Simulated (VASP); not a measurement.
SiC: single point with r2SCAN

SiC:

```
Si C
1.0
     0.00000    2.18972    2.18972
     2.18972    0.00000    2.18972
     2.18972    2.18972    0.00000
Si C
1 1
Direct
  0.00000 0.00000 0.00000
  0.75000 0.75000 0.75000
```

| Item | Value |
| --- | --- |
| Program | VASP 6.6.1 |
| Task | single point |
| Functional | r2SCAN |
| Potentials or basis | VASP PAW PBE potentials, release 64 (Si, C) |
| Cutoff | 520 eV |
| k mesh | 10 × 10 × 10 |
| Occupations | gaussian, width 0.02 eV |
| Spin | no spin polarisation |
| Dipole correction | no |
| Further INCAR settings | ALGO = Normal; EDIFF = 1e-06; NBANDS = 11 |

- Pressure: -3.7 GPa
- Band gap on the k mesh: 1.73 eV, indirect (least direct gap 5.04 eV)

Levels at points of the mesh, in eV from the valence-band top:
| k point | band 2 | band 3 | band 4 | band 5 | band 6 | band 7 |
| --- | --- | --- | --- | --- | --- | --- |
| (0.00, 0.00, 0.00) | 0.00 | 0.00 | 0.00 | 6.65 | 7.74 | 7.74 |
| (0.50, 0.00, 0.00) | -8.74 | -1.10 | -1.10 | 5.85 | 7.69 | 7.69 |
| (0.50, 0.50, 0.00) | -8.00 | -3.31 | -3.31 | 1.73 | 4.76 | 14.95 |

Run time: 28 s on 1 thread of AMD EPYC 9R14 (Zen 4) (shared host), peak memory 0.11 GiB.

Caveat: the PAW data sets were made with another functional, which shifts forces and pressure a little. A k mesh can miss the band edges.
